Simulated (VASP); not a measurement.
# BN in VASP: notebook

BN is run at these levels: PBE; tasks: single point.

Program: VASP 6.6.1. These are calculated values, not measurements. Logs are shortened: lines on timing, memory, paths and dates and some standing lists are left out, and cuts for length are marked.

## Step 1: The cell of the first run

The typed cell holds 4 atoms: a = 2.554 Å, b = 2.554 Å, c = 4.227 Å, α = 90.00°, β = 90.00°, γ = 120.00°.

## Step 2: Single point, PBE (atom 3 (N) moved by (-0.100, -0.100) A along [1 1 0] and z)

INCAR reads:

```
  PREC = Accurate
  ENCUT = 520
  EDIFF = 1E-6
  ISMEAR = 0
  SIGMA = 0.05
  LREAL = False
  LASPH = True
  NELM = 60
  ALGO = Normal
  ISIF = 2
  LWAVE = False
  LCHARG = False
  GGA = PE
  NBANDS = 16
```

KPOINTS reads:

```
Automatic mesh
0
Gamma
  12 12 6
```

POSCAR reads:

```
BN
1.0
    2.5539396017      0.0000000000      0.0000000000
   -1.2769698009      2.2117765748      0.0000000000
    0.0000000000      0.0000000000      4.2268550000
B N
2 2
Direct
    0.6666666667      0.3333333333      0.9997240000
    0.3333333333      0.6666666667      0.4997240000
    0.6229947227      0.3013632515      0.6016177482
    0.3333333333      0.6666666667      0.1252760000
```

Potentials or basis: VASP PAW PBE potentials, release 64 (B, N).

Run with:

```console
$ cat potpaw_PBE.64/B/POTCAR potpaw_PBE.64/N/POTCAR > POTCAR
$ mpirun -np 1 vasp_std > vasp.out
```

OUTCAR:

```text
PREC = Accurate
   ENCUT = 520
   EDIFF = 1E-6
   ISMEAR = 0
   LREAL = False
   LASPH = True
   NELM = 60
   ISIF = 2
   GGA = PE

 ion  position               nearest neighbor table
   1  0.667  0.333  1.000-   4 1.57   4 1.57   4 1.57   3 1.69
   2  0.333  0.667  0.500-   3 1.47   3 1.51   4 1.58   3 1.63
   3  0.623  0.301  0.602-   2 1.47   2 1.51   2 1.63   1 1.69
   4  0.333  0.667  0.125-   1 1.57   1 1.57   1 1.57   2 1.58

  LATTYP: Found a hexagonal cell.
 ALAT       =     2.5539396017
 C/A-ratio  =     1.6550332659

  Lattice vectors:

 A1 = (   2.5539396017,   0.0000000000,   0.0000000000)
 A2 = (  -1.2769698009,   2.2117765748,   0.0000000000)
 A3 = (   0.0000000000,   0.0000000000,   4.2268550000)

Analysis of symmetry for initial positions (statically):
=====================================================================
 Subroutine PRICEL returns:
 Original cell was already a primitive cell.

 Routine SETGRP: Setting up the symmetry group for a
 hexagonal supercell.

 Subroutine GETGRP returns: Found  1 space group operations
 (whereof  1 operations were pure point group operations)
 out of a pool of 24 trial point group operations.

The static configuration has the point symmetry C_1 .

Analysis of symmetry for dynamics (positions and initial velocities):
=====================================================================
 Subroutine PRICEL returns:
 Original cell was already a primitive cell.

 Routine SETGRP: Setting up the symmetry group for a
 hexagonal supercell.

 Subroutine GETGRP returns: Found  1 space group operations
 (whereof  1 operations were pure point group operations)
 out of a pool of 24 trial point group operations.

The dynamic configuration has the point symmetry C_1 .

 Subroutine INISYM returns: Found  1 space group operations
 (whereof  1 operations are pure point group operations),
 and found     1 'primitive' translations

----------------------------------------------------------------------------------------

                                     Primitive cell

  volume of cell :      23.8764

  direct lattice vectors                    reciprocal lattice vectors
     2.553939602  0.000000000  0.000000000     0.391551938  0.226062617  0.000000000
    -1.276969801  2.211776575  0.000000000     0.000000000  0.452125233  0.000000000
     0.000000000  0.000000000  4.226855000     0.000000000  0.000000000  0.236582518

  length of vectors
[... 76 lines left out ...]
 SYSTEM =  unknown system
   PREC   = accura    normal or accurate (medium, high low for compatibility)
   ISTART =      0    job   : 0-new  1-cont  2-samecut
   ICHARG =      2    charge: 1-file 2-atom 10-const
   ISPIN  =      1    spin polarized calculation?
   LNONCOLLINEAR =      F non collinear calculations
   LSORBIT =      F    spin-orbit coupling
   LASPH  =      T    aspherical Exc in radial PAW
   ENCUT  =  520.0 eV  38.22 Ry    6.18 a.u.   4.75  4.75  7.86*2*pi/ulx,y,z
   NELM   =     60;   NELMIN=  2; NELMDL= -5     # of ELM steps
   EDIFF  = 0.1E-05   stopping-criterion for ELM
   LREAL  =      F    real-space projection
[... 7 lines left out ...]
   TEBEG  =    0.0;   TEEND  =   0.0 temperature during run
   PSTRESS=    0.0 pullay stress
   NELECT =      16.0000    total number of electrons
   NUPDOWN=      -1.0000    fix difference up-down
   EMIN   =  10.00;   EMAX   =-10.00  energy-range for DOS
   EFERMI =   0.00;   METHOD = LEGACY
   ISMEAR =     0;   SIGMA  =   0.05  broadening in eV -4-tet -1-fermi 0-gaus
   EFERMI_NEDOS =   21; number of points for ismear=-14 and -15
   IALGO  =     38    algorithm
   IMIX   =      4    mixing-type and parameters
     AMIX     =   0.40;   BMIX     =  1.00
     AMIX_MAG =   1.60;   BMIX_MAG =  1.00
  volume/ion in A,a.u.               =       5.97        40.28
  Fermi-wavevector in a.u.,A,eV,Ry     =   1.432600  2.707222 27.923836  2.052344
  Thomas-Fermi vector in A             =   2.552210
   LORBIT       =      0    0 simple, 1 ext, 2 COOP (PROOUT), +10 PAW based schemes
   GGA     = PE    functional components
   LHFCALC =     F    Hartree Fock is set to
   AEXX    =    0.0000 exact exchange contribution
   IVDW    =     0    specifies the selected vdW correction
   LEPSILON=     F    determine dielectric tensor
   LRPA    =     F    only Hartree local field effects (RPA)
 non-spin polarized calculation
 Gauss-broadening in eV      SIGMA  =   0.05
  energy-cutoff  :      520.00
  volume of cell :       23.88
 maximum number of plane-waves:       660
   NGX =  9   NGY =  9   NGZ = 15

 number of electron      16.0000001 magnetization

 Free energy of the ion-electron system (eV)
  ---------------------------------------------------
  ext. energy  EPLUGINS =         0.00000000
  ---------------------------------------------------
  free energy    TOTEN  =       -34.52357348 eV

  energy without entropy =      -34.52357348  energy(sigma->0) =      -34.52357348

 E-fermi :   8.0755     XC(G=0): -12.7577

 val. band max:        7.7662202027   @ k =   0.0000   0.0000   0.0000
 cond. band min:      13.0701583319   @ k =   0.3333   0.3333   0.0000
 fundamental gap:      5.3039381292
 Fermi energy:         8.0755228286

 k-point     1 :       0.0000    0.0000    0.0000
  band No.  band energies     occupation
      1     -12.8938      2.00000
      2      -8.7477      2.00000
      3      -3.2778      2.00000
      4       4.5476      2.00000
      5       5.6577      2.00000
      6       7.0135      2.00000
[... 433 lines left out ...]
      3      -2.2219      2.00000
      4       1.4924      2.00000
      5       3.4904      2.00000
      6       4.4015      2.00000
[... 8 lines left out ...]
     15      21.7624      0.00000
     16      22.9752      0.00000

 [... further k-points ...]
[... 5 lines left out ...]
  --------------------------------------------------------------------------------------
  -------------------------------------------------------------------------------------
  Total        0.0885750      1.1661572      0.5493078     -0.4029252      0.2302624      0.0886766
  in kB        5.9436378     78.2525422     36.8601552    -27.0374561     15.4512745      5.9504567
  external PRESSURE =      40.3521117 kB  Pullay stress =       0.0000000 kB

 VOLUME and BASIS-vectors are now :
 -----------------------------------------------------------------------------
  energy-cutoff  :      520.00
  volume of cell :       23.88
      direct lattice vectors                 reciprocal lattice vectors
     2.553939602  0.000000000  0.000000000     0.391551938  0.226062617  0.000000000
    -1.276969801  2.211776575  0.000000000     0.000000000  0.452125233  0.000000000
     0.000000000  0.000000000  4.226855000     0.000000000  0.000000000  0.236582518

 POSITION                                       TOTAL-FORCE (eV/Angst)
 -----------------------------------------------------------------------------------
      1.27697      0.73726      4.22569        -0.308416     -0.321176     -0.460741
     -0.00000      1.47452      2.11226        -1.322218     -1.757987     -1.602035
      1.20626      0.66655      2.54295         1.677092      2.135068      3.501607
     -0.00000      1.47452      0.52952        -0.046458     -0.055905     -1.438830
 -----------------------------------------------------------------------------------
    total drift:                                0.000025      0.000052      0.000100

  FREE ENERGIE OF THE ION-ELECTRON SYSTEM (eV)
  ---------------------------------------------------
  free  energy   TOTEN  =       -34.5235734820 eV

  energy  without entropy=      -34.5235734820  energy(sigma->0) =      -34.52357348
```

OSZICAR:

```text
N       E                     dE             d eps       ncg     rms          rms(c)
DAV:   1     0.380981320484E+02    0.38098E+02   -0.83303E+03 13984   0.972E+02
DAV:   2    -0.342509160508E+02   -0.72349E+02   -0.67822E+02 20000   0.229E+02
DAV:   3    -0.365203332344E+02   -0.22694E+01   -0.22643E+01 16112   0.373E+01
DAV:   4    -0.365258562340E+02   -0.55230E-02   -0.55226E-02 17232   0.209E+00
DAV:   5    -0.365258717565E+02   -0.15522E-04   -0.15522E-04 15848   0.103E-01    0.959E+00
DAV:   6    -0.346848306355E+02    0.18410E+01   -0.23493E+00 17896   0.140E+01    0.451E+00
DAV:   7    -0.345530718686E+02    0.13176E+00   -0.32615E-01 18608   0.464E+00    0.278E+00
DAV:   8    -0.345243270262E+02    0.28745E-01   -0.56066E-02 16944   0.193E+00    0.262E-01
DAV:   9    -0.345232898641E+02    0.10372E-02   -0.21517E-03 16200   0.534E-01    0.138E-01
DAV:  10    -0.345235597727E+02   -0.26991E-03   -0.52705E-04 17080   0.182E-01    0.272E-02
DAV:  11    -0.345235690557E+02   -0.92829E-05   -0.26404E-05 18400   0.504E-02    0.131E-02
DAV:  12    -0.345235730984E+02   -0.40428E-05   -0.46926E-06 15600   0.203E-02    0.470E-03
DAV:  13    -0.345235734820E+02   -0.38357E-06   -0.25906E-07  8824   0.453E-03
   1 F= -.34523573E+02 E0= -.34523573E+02  d E =-.784563E-21
```

stdout:

```text
POSCAR found type information on POSCAR B N
 POSCAR found :  2 types and       4 ions
 scaLAPACK will be used
 LDA part: xc-table for (Slater+PW92), standard interpolation
 POSCAR, INCAR and KPOINTS ok, starting setup
 FFT: planning ... GRIDC
 FFT: planning ... GRID_SOFT
 FFT: planning ... GRID
 WAVECAR not read
 entering main loop
```

Run time: 4.8 min. Hardware: 1 thread of AMD EPYC 7R13, shared host; peak memory 0.21 GiB.

What came out:

| Item | Value |
| --- | --- |
| Free energy | -34.5236 eV |
| Pressure | 4.0 GPa |
| Largest force | 4.431 eV/Å |
| Band gap on the k mesh | 5.30 eV, indirect (least direct gap 7.55 eV) |

Forces in eV/Å, atoms in the order of the input:
```
B   -0.308 -0.321 -0.461
B   -1.322 -1.758 -1.602
N    1.677  2.135  3.502
N   -0.046 -0.056 -1.439
```

Levels at points of the mesh, in eV from the valence-band top:
```tsv
k point	band 5	band 6	band 7	band 8	band 9	band 10	band 11	band 12
(0.00, 0.00, 0.00)	-2.11	-0.75	-0.37	0.00	7.55	7.75	8.39	8.99
(0.50, 0.00, 0.00)	-7.20	-5.71	-3.85	-2.89	6.21	6.96	10.70	10.95
(0.00, 0.50, 0.00)	-6.81	-5.26	-4.65	-2.56	6.27	8.11	10.76	10.90
(0.50, 0.50, 0.00)	-6.95	-5.32	-4.43	-2.63	6.18	7.75	10.70	10.82
(0.00, 0.00, 0.50)	-2.75	-1.50	-1.42	-0.99	8.12	8.70	9.34	9.51
(0.50, 0.00, 0.50)	-4.99	-3.99	-3.92	-3.38	5.77	6.32	9.10	9.79
(0.00, 0.50, 0.50)	-4.38	-3.94	-3.76	-3.20	5.98	6.18	8.83	9.46
(0.50, 0.50, 0.50)	-4.55	-3.98	-3.77	-3.17	5.97	6.08	8.86	9.44
```

Caveat: the cell differs from its parent crystal (atom 3 (N) moved by (-0.100, -0.100) A along [1 1 0] and z); forces of over 1 eV/Å act on the atoms, so gaps and moduli don't describe the material at rest. A k mesh can miss the band edges.

[end of part 1 of 4]
